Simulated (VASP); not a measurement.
Wanted: the native input for a VASP 6.6.1 run.

```
Task                   : single point
Functional             : r2SCAN
Potentials or basis    : VASP PAW PBE potentials, release 64 (Ba_sv, Sr_sv, Ti_sv, O)
Cutoff                 : 520 eV
k mesh                 : 8 × 8 × 2
Occupations            : gaussian, width 0.02 eV
Spin                   : no spin polarisation
Dipole correction      : no
Further INCAR settings : LREAL = Auto; ALGO = Normal; EDIFF = 1e-07; NBANDS = 96
```

BaSr3Ti4O12:

```xyz
20
Lattice="4.0548 0.0000 0.0000 0.0000 4.0548 0.0000 0.0000 0.0000 16.2321" Properties=species:S:1:pos:R:3 pbc="T T T"
Ba    0.0000    0.0000    0.0000
Sr    0.0000    0.0000    4.0926
Sr    0.0000    0.0000    8.1160
Sr    0.0000    0.0000   12.1395
Ti    2.0274    2.0274    2.1073
Ti    2.0274    2.0274    6.1113
Ti    2.0274    2.0274   10.1208
Ti    2.0274    2.0274   14.1248
O     0.0000    2.0274    2.1246
O     0.0000    2.0274    6.1108
O     0.0000    2.0274   10.1213
O     0.0000    2.0274   14.1075
O     2.0274    2.0274    0.0000
O     2.0274    2.0274    4.0991
O     2.0274    2.0274    8.1160
O     2.0274    2.0274   12.1330
O     2.0274    0.0000    2.1246
O     2.0274    0.0000    6.1108
O     2.0274    0.0000   10.1213
O     2.0274    0.0000   14.1075
```

One way to write it, as run:

POSCAR

```
BaSr3Ti4O12
1.0
    4.0547999533      0.0000000000      0.0000000000
    0.0000000000      4.0547999533      0.0000000000
    0.0000000000      0.0000000000     16.2320949144
Ba Sr Ti O
1 3 4 12
Direct
    0.0000000000      0.0000000000      0.0000000000
    0.0000000000      0.0000000000      0.2521299938
    0.0000000000      0.0000000000      0.5000000000
    0.0000000000      0.0000000000      0.7478700062
    0.5000000000      0.5000000000      0.1298215277
    0.5000000000      0.5000000000      0.3764924417
    0.5000000000      0.5000000000      0.6235075583
    0.5000000000      0.5000000000      0.8701784723
    0.0000000000      0.5000000000      0.1308891740
    0.0000000000      0.5000000000      0.3764639312
    0.0000000000      0.5000000000      0.6235360688
    0.0000000000      0.5000000000      0.8691108260
    0.5000000000      0.5000000000      0.0000000000
    0.5000000000      0.5000000000      0.2525288686
    0.5000000000      0.5000000000      0.5000000000
    0.5000000000      0.5000000000      0.7474711314
    0.5000000000      0.0000000000      0.1308891740
    0.5000000000      0.0000000000      0.3764639312
    0.5000000000      0.0000000000      0.6235360688
    0.5000000000      0.0000000000      0.8691108260
```

INCAR.step1

```
PREC = Accurate ; ENCUT = 520
ISMEAR = 0 ; SIGMA = 0.02
LREAL = Auto ; LASPH = T
NELM = 60 ; NBANDS = 96
GGA = PE ; ALGO = Normal
EDIFF = 1E-4 ; LWAVE = T
LCHARG = F ; KPAR = 4
```

INCAR.step2

```
PREC = Accurate ; ENCUT = 520
EDIFF = 1E-7 ; ISMEAR = 0
SIGMA = 0.02 ; LREAL = Auto
LASPH = T ; NELM = 60
ALGO = Normal ; ISIF = 2
LWAVE = F ; LCHARG = F
METAGGA = R2SCAN ; LMIXTAU = T
NBANDS = 96 ; ISTART = 1
KPAR = 4
```

KPOINTS

```
regular mesh
0
Gamma
  8 8 2
```

Potentials or basis: VASP PAW PBE potentials, release 64 (Ba_sv, Sr_sv, Ti_sv, O).

Launch:

```console
$ cat potpaw_PBE.64/Ba_sv/POTCAR potpaw_PBE.64/Sr_sv/POTCAR potpaw_PBE.64/Ti_sv/POTCAR potpaw_PBE.64/O/POTCAR > POTCAR
$ cp INCAR.step1 INCAR
$ mpirun -np 4 vasp_std > vasp.out
$ cp INCAR.step2 INCAR
$ mpirun -np 4 vasp_std > vasp.out
```

It gave:

```yaml
Pressure: -13.5 GPa
Largest_force: 0.028 eV/Å
Band_gap_on_the_k_mesh: 2.02 eV (least direct gap 2.22 eV)
```

Caveat: the cell stands under tension; the PAW data sets were made with another functional, which shifts forces and pressure a little; spin-orbit coupling is left out, which moves the levels of the heavy elements.

It took 31 min on 4 MPI ranks on Oxide Virtual Turin-like Processor, on a shared host, peak memory 0.67 GiB a rank.
